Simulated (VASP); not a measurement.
Here is a VASP 6.6.1 calculation.

File INCAR:

```
  PREC = Accurate
  ENCUT = 450
  EDIFF = 1E-7
  ISMEAR = 0
  SIGMA = 0.1
  LREAL = F
  LASPH = T
  NELM = 120
  ALGO = Normal
  ISIF = 2
  LWAVE = F
  LCHARG = F
  LDIPOL = T
  IDIPOL = 3
  DIPOL = 0.5 0.5 0.350
  GGA = PE
  IBRION = 2
  NSW = 36
  EDIFFG = -0.025
  GGA_COMPAT = F
  NELMIN = 4
  NELMDL = -8
```

Contents of KPOINTS:

```
regular mesh
0
Gamma
  9 9 1
```

Contents of POSCAR:

```
Al3H
1.0
    2.8567582918      0.0000000000      0.0000000000
   -1.4283791459      2.4740252532      0.0000000000
    0.0000000000      0.0000000000     20.1013782055
Al H
3 1
Selective dynamics
Direct
    0.6666666667      0.3333333333      0.1989913308  F F F
    0.3333333333      0.6666666667      0.3134471548  F F F
    0.0000000000      0.0000000000      0.4278999240  F F F
    0.0000000000      0.5000000000      0.4608627180  F F T
```

Potentials or basis: VASP PAW PBE potentials, release 64 (Al, H).

Run with:

```sh
$ cat potpaw_PBE.64/Al/POTCAR potpaw_PBE.64/H/POTCAR > POTCAR
$ mpirun -np 1 vasp_std > vasp.out
```

(1) Estimate the energy gained by relaxing.

(2) Estimate the band gap on the k mesh.

Results:

(1) 122.1 meV/atom.

(2) zero (bands 5 and 6 overlap by 2.27 eV).
